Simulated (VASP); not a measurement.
A run of VASP 6.6.1 is set up as follows.

The input INCAR:

```
SYSTEM = LaMn3
ALGO = Normal
EDIFF = 1E-6
ENCUT = 520
GGA = PE
ISIF = 2
ISMEAR = 0
ISPIN = 2
LASPH = .True.
LCHARG = .False.
LMAXMIX = 6
LORBIT = 11
LREAL = .False.
LWAVE = .False.
MAGMOM = 0 3.63 3.63 3.63
NBANDS = 37
NELM = 150
PREC = Accurate
SIGMA = 0.05
```

Contents of KPOINTS:

```
k-points
0
Gamma
  8 8 8
  0 0 0
```

POSCAR

```
LaMn3
1.0
    4.2195474488      0.0000000000      0.0000000000
    0.0000000000      4.2195474488      0.0000000000
    0.0000000000      0.0000000000      4.2195474488
La Mn
1 3
Direct
    0.0000000000      0.0000000000      0.0000000000
    0.0000000000      0.5000000000      0.5000000000
    0.5000000000      0.5000000000      0.0000000000
    0.5000000000      0.0000000000      0.5000000000
```

Potentials or basis: VASP PAW PBE potentials, release 64 (La, Mn_pv).

Launch:

```console
$ cat potpaw_PBE.64/La/POTCAR potpaw_PBE.64/Mn_pv/POTCAR > POTCAR
$ mpirun -np 1 vasp_std > vasp.out
```

Predict the site moments.

La -0.22; Mn +3.26 μB.

Estimate the net moment.

9.75 μB per cell.

Estimate the pressure.

-1.7 GPa.
